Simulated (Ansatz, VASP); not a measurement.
# One calculation of VO2, two programs

Contents of POSCAR:

```
VO2
1.0
    4.5818077882      0.0000000000      0.0726099180
    0.0000000000      2.8383342581      0.0000000000
   -0.0721984834      0.0000000000      4.5843153238
V O
2 4
Direct
    0.0000000000      0.0000000000      0.0000000000
    0.5000000000      0.5000000000      0.5000000000
    0.7998225167      0.5000000000      0.1998137912
    0.2001774833      0.5000000000      0.8001862088
    0.7001915453      0.0000000000      0.6998119825
    0.2998084547      0.0000000000      0.3001880175
```

File INCAR.step1:

```
SYSTEM = VO2
PREC     = Accurate       ! precision mode
ENCUT    = 660            ! plane-wave cutoff, eV
ISMEAR   = 0              ! smearing method
SIGMA    = 0.1            ! smearing width, eV
LREAL    = .FALSE.        ! projectors in reciprocal space
LASPH    = .TRUE.         ! aspherical terms in the spheres
NELM     = 200            ! most SCF steps
ISPIN    = 2              ! spin polarisation
MAGMOM   = 2 2 0 0 0 0    ! initial moments
LMAXMIX  = 4              ! l up to which the mixer works
NBANDS   = 38             ! bands
GGA      = PE             ! functional
ALGO     = Normal         ! electronic algorithm
EDIFF    = 1E-5           ! SCF threshold, eV
LWAVE    = .TRUE.         ! write WAVECAR
LCHARG   = .FALSE.        ! write CHGCAR
GGA_COMPAT= .FALSE.      
KPAR     = 4
```

Contents of INCAR.step2:

```
SYSTEM = VO2
PREC     = Accurate       ! precision mode
ENCUT    = 660            ! plane-wave cutoff, eV
EDIFF    = 1E-6           ! SCF threshold, eV
ISMEAR   = 0              ! smearing method
SIGMA    = 0.1            ! smearing width, eV
LREAL    = .FALSE.        ! projectors in reciprocal space
LASPH    = .TRUE.         ! aspherical terms in the spheres
NELM     = 200            ! most SCF steps
ALGO     = Normal         ! electronic algorithm
ISIF     = 2              ! what is computed and relaxed
LWAVE    = .FALSE.        ! write WAVECAR
LCHARG   = .FALSE.        ! write CHGCAR
ISPIN    = 2              ! spin polarisation
MAGMOM   = 2 2 0 0 0 0    ! initial moments
LORBIT   = 11             ! projections on sites
LMAXMIX  = 4              ! l up to which the mixer works
METAGGA  = R2SCAN         ! meta-GGA
LMIXTAU  = .TRUE.       
NBANDS   = 38             ! bands
ISTART   = 1            
GGA_COMPAT= .FALSE.      
KPAR     = 4
```

File KPOINTS:

```
Automatic mesh
0
G
  8 12 8
  0 0 0
```

Input for Ansatz:

```yaml
crystal:
  lattice:
    - [4.5818077882, 0.0, 0.072609918]
    - [0.0, 2.8383342581, 0.0]
    - [-0.0721984834, 0.0, 4.5843153238]
  atoms:
    - { symbol: V, position: [0.0, 0.0, 0.0], spin: 2.0 }
    - { symbol: V, position: [0.5, 0.5, 0.5], spin: 2.0 }
    - { symbol: O, position: [0.7998225167, 0.5, 0.1998137912] }
    - { symbol: O, position: [0.2001774833, 0.5, 0.8001862088] }
    - { symbol: O, position: [0.7001915453, 0.0, 0.6998119825] }
    - { symbol: O, position: [0.2998084547, 0.0, 0.3001880175] }
basis:
  ecutwfc: 500
kpoints:
  mp_grid: { grid: [8, 12, 8] }
  band_path:
    path:
      - [[0.0, 0.0, 0.0], [-0.5, 0.0, -4.922e-05], [-0.5, 0.0, -0.50004922], [0.0, 0.0, -0.5], [0.0, 0.0, 0.0], [0.0, -0.5, 0.0], [-0.5, -0.5, -4.922e-05], [-0.5, -0.5, -0.50004922], [0.0, -0.5, -0.5], [0.0, -0.5, 0.0]]
      - [[-0.5, 0.0, -4.922e-05], [-0.5, -0.5, -4.922e-05]]
      - [[0.0, 0.0, -0.5], [0.0, -0.5, -0.5]]
      - [[-0.5, 0.0, -0.50004922], [-0.5, -0.5, -0.50004922]]
    npoints: 14
hamiltonian:
  xc: r2scan
scf:
  occupations: { method: gaussian, width: 0.1 }
  n_extra_bands: 15
output:
  forces: true
  stress: true
  eigenvalues: true
  populations: true
  dos: { projected: true, de: 0.02, nscf_kmesh: { grid: [12, 18, 12] } }
  bader: true
magnetization:
  spin_polarized: true
```

Alike in both runs: task single point; functional r2SCAN; k mesh 8 × 12 × 8; occupations gaussian, width 0.1 eV; collinear spin.

```csv
,VASP,Ansatz
version,VASP 6.6.1,Ansatz 0.2.0
potentials or method,"VASP PAW PBE potentials, release 64 (V_sv, O), cutoff 660 eV","scalar-relativistic, plane waves, PAW"
valence electrons in the cell,50,50
```

Ansatz gave:

```
gap on the k mesh at the Fermi level (eV)                     : none
pressure (GPa)                                                : -5.5
traceless stress, the component that is largest in VASP (GPa) : 0.64
rms of the force components (eV/Å)                            : 0.065
net moment per atom (μB)                                      : 0.33
size of the moment on the site where the two differ most (μB) : 0.90
```

Q: Estimate VASP's values.

A: gap on the k mesh at the Fermi level (eV): none; pressure (GPa): -4.8; traceless stress, the component that is largest in VASP (GPa): 1.03; rms of the force components (eV/Å): 0.046; net moment per atom (μB): 0.33; size of the moment on the site where the two differ most (μB): 1.13.

VASP's potentials were made for PBE, not for r2SCAN. Site moments also hang on the region over which each program counts them. Atom by atom the forces differ by 0.019 eV/Å (rms over components). A gap of «none» marks a metal or a gap that the smearing closes. Ansatz's warnings: stability check not made.
